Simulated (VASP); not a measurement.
# NaCl (F-43m) in VASP: further runs

Aim: see how the results for NaCl move with the level of theory and the settings. Levels: r2SCAN, PBE, LDA. Tasks: single point.

All numbers are computed with VASP 6.6.1; they aren't measurements. Logs are shortened: lines on timing, memory, paths and dates and some standing lists are left out, and cuts for length are marked.

## 1. The cell of the first run

The structure is cubic, space group F-43m (No. 216). The conventional cell has a = 6.175 Å, b = 6.175 Å, c = 6.175 Å, α = 90.00°, β = 90.00°, γ = 90.00°. Within 3.5 Å of Na (site symmetry -43m) lie 4 Cl at 2.67 Å. Within 3.5 Å of Cl (site symmetry -43m) lie 4 Na at 2.67 Å.

## 2. Single point, r2SCAN

POSCAR reads:

```
NaCl
1.0
    0.0000000000      3.0872727859      3.0872727859
    3.0872727859      0.0000000000      3.0872727859
    3.0872727859      3.0872727859      0.0000000000
Na Cl
1 1
Direct
    0.0000000000      0.0000000000      0.0000000000
    0.2500000000      0.2500000000      0.2500000000
```

INCAR.step1 reads:

```
SYSTEM = NaCl
  PREC = Accurate
  ENCUT = 520
  ISMEAR = -1
  SIGMA = 0.02
  LREAL = .False.
  LASPH = .True.
  NELM = 60
  NBANDS = 14
  GGA = PE
  ALGO = Normal
  EDIFF = 1E-4
  LWAVE = .True.
  LCHARG = .False.
```

INCAR.step2 reads:

```
SYSTEM = NaCl
  PREC = Accurate
  ENCUT = 520
  EDIFF = 1E-6
  ISMEAR = -1
  SIGMA = 0.02
  LREAL = .False.
  LASPH = .True.
  NELM = 60
  ALGO = Normal
  ISIF = 2
  LWAVE = .False.
  LCHARG = .False.
  METAGGA = R2SCAN
  LMIXTAU = .True.
  NBANDS = 14
  ISTART = 1
```

KPOINTS reads:

```
Automatic mesh
0
Gamma
  6 6 6
  0 0 0
```

Potentials or basis: VASP PAW PBE potentials, release 64 (Na_pv, Cl).

The run is started by

```
$ cat potpaw_PBE.64/Na_pv/POTCAR potpaw_PBE.64/Cl/POTCAR > POTCAR
$ cp INCAR.step1 INCAR
$ mpirun -np 1 vasp_std > vasp.out
$ cp INCAR.step2 INCAR
$ mpirun -np 1 vasp_std > vasp.out
```

OUTCAR:

```text
SYSTEM = NaCl
   PREC = Accurate
   ENCUT = 520
   EDIFF = 1E-6
   ISMEAR = -1
   LREAL = .False.
   LASPH = .True.
   NELM = 60
   ISIF = 2
   METAGGA = R2SCAN
   ISTART = 1

 ion  position               nearest neighbor table
   1  0.000  0.000  0.000-   2 2.67   2 2.67   2 2.67   2 2.67
   2  0.250  0.250  0.250-   1 2.67   1 2.67   1 2.67   1 2.67

  LATTYP: Found a face centered cubic cell.
 ALAT       =     6.1745455718

  Lattice vectors:

 A1 = (   0.0000000000,   3.0872727859,   3.0872727859)
 A2 = (   3.0872727859,   0.0000000000,   3.0872727859)
 A3 = (   3.0872727859,   3.0872727859,   0.0000000000)

Analysis of symmetry for initial positions (statically):
=====================================================================
 Subroutine PRICEL returns:
 Original cell was already a primitive cell.

 Routine SETGRP: Setting up the symmetry group for a
 face centered cubic supercell.

 Subroutine GETGRP returns: Found 24 space group operations
 (whereof 24 operations were pure point group operations)
 out of a pool of 48 trial point group operations.

The static configuration has the point symmetry T_d .

Analysis of symmetry for dynamics (positions and initial velocities):
=====================================================================
 Subroutine PRICEL returns:
 Original cell was already a primitive cell.

 Routine SETGRP: Setting up the symmetry group for a
 face centered cubic supercell.

 Subroutine GETGRP returns: Found 24 space group operations
 (whereof 24 operations were pure point group operations)
 out of a pool of 48 trial point group operations.

The dynamic configuration has the point symmetry T_d .

 Subroutine INISYM returns: Found 24 space group operations
 (whereof 24 operations are pure point group operations),
 and found     1 'primitive' translations

----------------------------------------------------------------------------------------

                                     Primitive cell

  volume of cell :      58.8512

  direct lattice vectors                    reciprocal lattice vectors
     0.000000000  3.087272786  3.087272786    -0.161955238  0.161955238  0.161955238
     3.087272786  0.000000000  3.087272786     0.161955238 -0.161955238  0.161955238
     3.087272786  3.087272786  0.000000000     0.161955238  0.161955238 -0.161955238

  length of vectors
     4.366063045  4.366063045  4.366063045     0.280514701  0.280514701  0.280514701

  position of ions in fractional coordinates (direct lattice)
     0.000000000  0.000000000  0.000000000
     0.250000000  0.250000000  0.250000000

  ion indices of the primitive-cell ions
   primitive index   ion index
                 1           1
                 2           2

----------------------------------------------------------------------------------------

 KPOINTS: Automatic mesh

Automatic generation of k-mesh.
 Grid dimensions read from file:
 generate k-points for:    6    6    6

 Generating k-lattice:

  Cartesian coordinates                     Fractional coordinates (reciprocal lattice)
    -0.026992540  0.026992540  0.026992540     0.166666667  0.000000000  0.000000000
     0.026992540 -0.026992540  0.026992540     0.000000000  0.166666667  0.000000000
     0.026992540  0.026992540 -0.026992540     0.000000000  0.000000000  0.166666667

  Length of vectors
     0.046752450  0.046752450  0.046752450

  Shift w.r.t. Gamma in fractional coordinates (k-lattice)
     0.000000000  0.000000000  0.000000000

 Subroutine IBZKPT returns following result:
 ===========================================

 Found     16 irreducible k-points:

 Following reciprocal coordinates:
            Coordinates               Weight
  0.000000  0.000000  0.000000      1.000000
  0.166667  0.000000  0.000000      8.000000
  0.333333  0.000000  0.000000      8.000000
  0.500000  0.000000  0.000000      4.000000
  0.166667  0.166667  0.000000      6.000000
  0.333333  0.166667  0.000000     24.000000
[... 8 lines left out ...]
 -0.333333  0.333333  0.166667     24.000000
 -0.333333  0.500000  0.166667     12.000000
   k-points           NKPTS =     16   k-points in BZ     NKDIM =     16   number of bands    NBANDS=     14
   number of dos      NEDOS =    301   number of ions     NIONS =      2
   total plane-waves  NPLWV =  32768
   dimension x,y,z NGX =    32 NGY =   32 NGZ =   32
   dimension x,y,z NGXF=    64 NGYF=   64 NGZF=   64
   ions per type =               1   1
   NGX,Y,Z   is equivalent  to a cutoff of  12.18, 12.18, 12.18 a.u.
   NGXF,Y,Z  is equivalent  to a cutoff of  24.37, 24.37, 24.37 a.u.
 SYSTEM =  NaCl
   PREC   = accura    normal or accurate (medium, high low for compatibility)
   ISTART =      1    job   : 0-new  1-cont  2-samecut
   ICHARG =      0    charge: 1-file 2-atom 10-const
   ISPIN  =      1    spin polarized calculation?
   LNONCOLLINEAR =      F non collinear calculations
   LSORBIT =      F    spin-orbit coupling
   LASPH  =      T    aspherical Exc in radial PAW
   ENCUT  =  520.0 eV  38.22 Ry    6.18 a.u.   8.12  8.12  8.12*2*pi/ulx,y,z
   NELM   =     60;   NELMIN=  2; NELMDL=  0     # of ELM steps
   EDIFF  = 0.1E-05   stopping-criterion for ELM
   LREAL  =      F    real-space projection
   EDIFFG = 0.1E-04   stopping-criterion for IOM
   NSW    =      0    number of steps for IOM
   IBRION =     -1    ionic relax: 0-MD 1-quasi-New 2-CG
   NFREE  =      0    steps in history (QN), initial steepest desc. (CG)
   ISIF   =      2    stress and relaxation
   ISYM   =      2    0-nonsym 1-usesym 2-fastsym
   POTIM  = 0.5000    time-step for ionic-motion
   TEBEG  =    0.0;   TEEND  =   0.0 temperature during run
   PSTRESS=    0.0 pullay stress
   NELECT =      14.0000    total number of electrons
   NUPDOWN=      -1.0000    fix difference up-down
   EMIN   =  10.00;   EMAX   =-10.00  energy-range for DOS
   EFERMI =   0.00;   METHOD = LEGACY
   ISMEAR =    -1;   SIGMA  =   0.02  broadening in eV -4-tet -1-fermi 0-gaus
   EFERMI_NEDOS =   21; number of points for ismear=-14 and -15
   IALGO  =     38    algorithm
   IMIX   =      4    mixing-type and parameters
     AMIX     =   0.40;   BMIX     =  1.00
     AMIX_MAG =   1.60;   BMIX_MAG =  1.00
  volume/ion in A,a.u.               =      29.43       198.57
  Fermi-wavevector in a.u.,A,eV,Ry     =   1.014376  1.916894 13.999846  1.028960
  Thomas-Fermi vector in A             =   2.147600
   LORBIT       =      0    0 simple, 1 ext, 2 COOP (PROOUT), +10 PAW based schemes
   METAGGA = R2SCAN    functional components
   LHFCALC =     F    Hartree Fock is set to
   AEXX    =    0.0000 exact exchange contribution
   IVDW    =     0    specifies the selected vdW correction
   LEPSILON=     F    determine dielectric tensor
   LRPA    =     F    only Hartree local field effects (RPA)
 non-spin polarized calculation
  energy-cutoff  :      520.00
  volume of cell :       58.85
 maximum number of plane-waves:      1600
   NGX = 17   NGY = 17   NGZ = 17

 number of electron      13.9999997 magnetization

 Free energy of the ion-electron system (eV)
  ---------------------------------------------------
  ext. energy  EPLUGINS =         0.00000000
  ---------------------------------------------------
  free energy    TOTEN  =       -13.56189673 eV

  energy without entropy =      -13.56189673  energy(sigma->0) =      -13.56189673

 E-fermi :  -2.3750     XC(G=0):  -7.2614

 val. band max:       -2.8386375123   @ k =   0.0000   0.0000   0.0000
 cond. band min:       2.7281442071   @ k =   0.0000   0.0000   0.0000
 fundamental gap:      5.5667817195
 Fermi energy:        -2.3750121846

 k-point     1 :       0.0000    0.0000    0.0000
  band No.  band energies     occupation
      1     -24.1326      2.00000
      2     -24.1321      2.00000
      3     -24.1321      2.00000
      4     -15.5033      2.00000
      5      -2.8386      2.00000
      6      -2.8386      2.00000
      7      -2.8386      2.00000
      8       2.7281      0.00000
      9       9.2337      0.00000
     10       9.2337      0.00000
     11       9.2341      0.00000
     12      10.8926      0.00000
     13      10.8926      0.00000
     14      13.3746      0.00000

 k-point     2 :       0.1667    0.0000    0.0000
  band No.  band energies     occupation
      1     -24.1358      2.00000
      2     -24.1329      2.00000
      3     -24.1325      2.00000
      4     -15.4674      2.00000
      5      -3.1474      2.00000
      6      -2.8618      2.00000
      7      -2.8618      2.00000
      8       3.3362      0.00000
      9       8.5752      0.00000
     10       9.3192      0.00000
     11       9.3194      0.00000
     12      10.4625      0.00000
     13      10.4626      0.00000
     14      12.2384      0.00000

 k-point     3 :       0.3333    0.0000    0.0000
  band No.  band energies     occupation
      1     -24.1431      2.00000
      2     -24.1337      2.00000
      3     -24.1333      2.00000
      4     -15.3944      2.00000
      5      -3.6597      2.00000
      6      -2.9071      2.00000
      7      -2.9070      2.00000
      8       4.6093      0.00000
      9       7.4274      0.00000
     10       8.8050      0.00000
     11       8.8051      0.00000
     12      11.3969      0.00000
     13      11.3971      0.00000
     14      11.7849      0.00000
[... 188 lines left out ...]
 k-point    15 :      -0.3333    0.3333    0.1667
  band No.  band energies     occupation
      1     -24.1461      2.00000
      2     -24.1375      2.00000
      3     -24.1352      2.00000
      4     -15.3223      2.00000
      5      -3.6225      2.00000
      6      -3.3487      2.00000
      7      -3.0725      2.00000
      8       5.6889      0.00000
      9       6.8481      0.00000
     10       8.0487      0.00000
     11       9.2015      0.00000
     12      11.3533      0.00000
     13      12.3426      0.00000
     14      13.4217      0.00000

 k-point    16 :      -0.3333    0.5000    0.1667
  band No.  band energies     occupation
      1     -24.1469      2.00000
      2     -24.1373      2.00000
      3     -24.1361      2.00000
      4     -15.3105      2.00000
      5      -3.6334      2.00000
      6      -3.3103      2.00000
      7      -3.1689      2.00000
      8       5.1958      0.00000
      9       7.2567      0.00000
     10       8.4229      0.00000
     11       9.1190      0.00000
     12      11.7618      0.00000
     13      12.9830      0.00000
     14      13.2732      0.00000

------------------------ aborting loop because EDIFF is reached ----------------------------------------

  FORCE on cell =-STRESS in cart. coord.  units (eV):
  Direction    XX          YY          ZZ          XY          YZ          ZX
  --------------------------------------------------------------------------------------
  -------------------------------------------------------------------------------------
  Total       -0.0448744     -0.0448744     -0.0448744     -0.0000000      0.0000000      0.0000000
  in kB       -1.2216703     -1.2216703     -1.2216703     -0.0000000      0.0000000      0.0000000
  external PRESSURE =      -1.2216703 kB  Pullay stress =       0.0000000 kB

 VOLUME and BASIS-vectors are now :
 -----------------------------------------------------------------------------
  energy-cutoff  :      520.00
  volume of cell :       58.85
      direct lattice vectors                 reciprocal lattice vectors
     0.000000000  3.087272786  3.087272786    -0.161955238  0.161955238  0.161955238
     3.087272786  0.000000000  3.087272786     0.161955238 -0.161955238  0.161955238
     3.087272786  3.087272786  0.000000000     0.161955238  0.161955238 -0.161955238

 POSITION                                       TOTAL-FORCE (eV/Angst)
 -----------------------------------------------------------------------------------
      0.00000      0.00000      0.00000        -0.000000      0.000000      0.000000
      1.54364      1.54364      1.54364         0.000000     -0.000000     -0.000000
 -----------------------------------------------------------------------------------
    total drift:                               -0.000011     -0.000011     -0.000011

  FREE ENERGIE OF THE ION-ELECTRON SYSTEM (eV)
  ---------------------------------------------------
  free  energy   TOTEN  =       -13.5618967253 eV

  energy  without entropy=      -13.5618967253  energy(sigma->0) =      -13.56189673
```

It took 92 s on 1 thread of AMD EPYC 7R13, shared host; peak memory 0.15 GiB.

What came out:

* Free energy: -13.5619 eV
* Pressure: -0.1 GPa
* Band gap on the k mesh: 5.57 eV

Levels at points of the mesh, in eV from the valence-band top:
```tsv
k point	band 3	band 4	band 5	band 6	band 7	band 8	band 9	band 10	band 11	band 12
(0.00, 0.00, 0.00)	-21.29	-12.66	0.00	0.00	0.00	5.57	12.07	12.07	12.07	13.73
(0.50, 0.00, 0.00)	-21.30	-12.52	-1.04	-0.09	-0.09	8.34	9.47	11.36	11.36	15.18
(0.50, 0.50, 0.00)	-21.30	-12.47	-0.94	-0.30	-0.30	7.49	9.80	11.59	14.07	14.07
```

Caveat: the structure was generated, so it needn't be the stable form of NaCl; the PAW data sets were made with another functional, which shifts forces and pressure a little.

## 3. Single point, PBE

INCAR reads:

```
PREC = Accurate
ENCUT = 520
EDIFF = 1E-7
ISMEAR = -1
SIGMA = 0.02
LREAL = F
LASPH = T
NELM = 100
ALGO = Normal
ISIF = 2
LWAVE = F
LCHARG = F
GGA = PE
NBANDS = 14
```

KPOINTS reads:

```
regular mesh
0
Gamma
  8 8 8
```

POSCAR is that of step 2.

Potentials or basis: VASP PAW PBE potentials, release 64 (Na_pv, Cl).

The run is started by

```
$ cat potpaw_PBE.64/Na_pv/POTCAR potpaw_PBE.64/Cl/POTCAR > POTCAR
$ mpirun -np 1 vasp_std > vasp.out
```

OUTCAR:

```text
PREC = Accurate
   ENCUT = 520
   EDIFF = 1E-7
   ISMEAR = -1
   LREAL = F
   LASPH = T
   NELM = 100
   ISIF = 2
   GGA = PE

 ion  position               nearest neighbor table
   1  0.000  0.000  0.000-   2 2.67   2 2.67   2 2.67   2 2.67
   2  0.250  0.250  0.250-   1 2.67   1 2.67   1 2.67   1 2.67

  LATTYP: Found a face centered cubic cell.
 ALAT       =     6.1745455718

  Lattice vectors:

 A1 = (   0.0000000000,   3.0872727859,   3.0872727859)
 A2 = (   3.0872727859,   0.0000000000,   3.0872727859)
 A3 = (   3.0872727859,   3.0872727859,   0.0000000000)

Analysis of symmetry for initial positions (statically):
=====================================================================
 Subroutine PRICEL returns:
 Original cell was already a primitive cell.

 Routine SETGRP: Setting up the symmetry group for a
 face centered cubic supercell.

 Subroutine GETGRP returns: Found 24 space group operations
 (whereof 24 operations were pure point group operations)
 out of a pool of 48 trial point group operations.

[... 173 lines left out ...]
      4     -14.5201      2.00000
      5      -2.4009      2.00000
      6      -2.4009      2.00000
      7      -2.4009      2.00000
      8       2.5401      0.00000
      9       8.8241      0.00000
     10       8.8241      0.00000
     11       8.8241      0.00000
     12      10.6014      0.00000
     13      10.6014      0.00000
     14      13.0428      0.00000
[... 377 lines left out ...]
      1     -23.0139      2.00000
      2     -23.0047      2.00000
      3     -23.0028      2.00000
      4     -14.3513      2.00000
      5      -3.3020      2.00000
      6      -2.7873      2.00000
      7      -2.5750      2.00000
      8       5.9073      0.00000
      9       6.0550      0.00000
     10       7.7734      0.00000
     11       8.7975      0.00000
     12      11.0210      0.00000
     13      11.9398      0.00000
     14      12.8728      0.00000

 [... further k-points ...]

------------------------ aborting loop because EDIFF is reached ----------------------------------------

  FORCE on cell =-STRESS in cart. coord.  units (eV):
  Direction    XX          YY          ZZ          XY          YZ          ZX
  --------------------------------------------------------------------------------------
  -------------------------------------------------------------------------------------
  Total        0.2547301      0.2547301      0.2547301      0.0000000     -0.0000000     -0.0000000
  in kB        6.9348292      6.9348292      6.9348292      0.0000000     -0.0000000     -0.0000000
  external PRESSURE =       6.9348292 kB  Pullay stress =       0.0000000 kB

 VOLUME and BASIS-vectors are now :
 -----------------------------------------------------------------------------
  energy-cutoff  :      520.00
  volume of cell :       58.85
      direct lattice vectors                 reciprocal lattice vectors
     0.000000000  3.087272786  3.087272786    -0.161955238  0.161955238  0.161955238
     3.087272786  0.000000000  3.087272786     0.161955238 -0.161955238  0.161955238
     3.087272786  3.087272786  0.000000000     0.161955238  0.161955238 -0.161955238

 POSITION                                       TOTAL-FORCE (eV/Angst)
 -----------------------------------------------------------------------------------
      0.00000      0.00000      0.00000         0.000000      0.000000      0.000000
      1.54364      1.54364      1.54364        -0.000000     -0.000000     -0.000000
 -----------------------------------------------------------------------------------
    total drift:                                0.000002      0.000002      0.000003

  FREE ENERGIE OF THE ION-ELECTRON SYSTEM (eV)
  ---------------------------------------------------
  free  energy   TOTEN  =        -6.6377808478 eV

  energy  without entropy=       -6.6377808478  energy(sigma->0) =       -6.63778085
```

OSZICAR:

```text
N       E                     dE             d eps       ncg     rms          rms(c)
DAV:   1     0.993413729892E+02    0.99341E+02   -0.69570E+03   812   0.952E+02
DAV:   2     0.294540484271E+01   -0.96396E+02   -0.88641E+02   878   0.248E+02
DAV:   3    -0.676543086100E+01   -0.97108E+01   -0.96577E+01  1058   0.742E+01
DAV:   4    -0.693762615499E+01   -0.17220E+00   -0.17210E+00   938   0.113E+01
DAV:   5    -0.694168025245E+01   -0.40541E-02   -0.40536E-02  1118   0.170E+00    0.236E+00
DAV:   6    -0.663703692504E+01    0.30464E+00   -0.56001E-01   994   0.371E+00    0.173E+00
DAV:   7    -0.662065659434E+01    0.16380E-01   -0.12682E-01  1040   0.177E+00    0.117E+00
DAV:   8    -0.663644550840E+01   -0.15789E-01   -0.13552E-02   980   0.863E-01    0.261E-01
DAV:   9    -0.663669421405E+01   -0.24871E-03   -0.31136E-04  1034   0.136E-01    0.162E-01
DAV:  10    -0.663777798487E+01   -0.10838E-02   -0.13777E-03   938   0.220E-01    0.683E-02
DAV:  11    -0.663776989851E+01    0.80864E-05   -0.19339E-05  1116   0.457E-02    0.184E-02
DAV:  12    -0.663777996895E+01   -0.10070E-04   -0.11433E-05   944   0.261E-02    0.407E-03
DAV:  13    -0.663778094752E+01   -0.97857E-06   -0.12125E-06  1028   0.668E-03    0.195E-03
DAV:  14    -0.663778080297E+01    0.14455E-06   -0.92608E-08  1016   0.163E-03    0.126E-03
DAV:  15    -0.663778084783E+01   -0.44857E-07   -0.12405E-08   976   0.811E-04
   1 F= -.66377808E+01 E0= -.66377808E+01  d E =-.115953E-12
```

Wall time 38 s (1 thread of AMD EPYC 7R13, shared host); peak memory 0.14 GiB.

What came out:

```
Free energy            : -6.6378 eV
Pressure               : 0.7 GPa
Band gap on the k mesh : 4.94 eV
```

Caveat: the structure was generated, so it needn't be the stable form of NaCl. A k mesh can miss the band edges.

(Continued in part 2 of 2.)
